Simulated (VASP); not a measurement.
Input of a VASP 6.6.1 run:

Contents of INCAR:

```
PREC = Accurate ; ENCUT = 520
EDIFF = 1E-7 ; ISMEAR = 0
SIGMA = 0.15 ; LREAL = F
LASPH = T ; NELM = 100
ALGO = Normal ; ISIF = 2
LWAVE = F ; LCHARG = F
GGA = PS ; NBANDS = 11
```

KPOINTS

```
Automatic mesh
0
Gamma
  14 14 14
```

POSCAR

```
Ca
1.0
    0.0000000000      2.7942000000      2.7942000000
    2.7942000000      0.0000000000      2.7942000000
    2.7942000000      2.7942000000      0.0000000000
Ca
1
Direct
    0.0000000000      0.0000000000      0.0000000000
```

Potentials or basis: VASP PAW PBE potentials, release 64 (Ca_sv).

Launch:

```console
$ cat potpaw_PBE.64/Ca_sv/POTCAR > POTCAR
$ mpirun -np 1 vasp_std > vasp.out
```

(1) Estimate the pressure.

(2) Predict the band gap on the k mesh.

Results:

(1) -1.2 GPa.

(2) zero (band 5 reaches 1.93 eV, above the bottom of band 6 at 1.58 eV).

Caveat: the PAW data sets were made with another functional, which shifts forces and pressure a little.
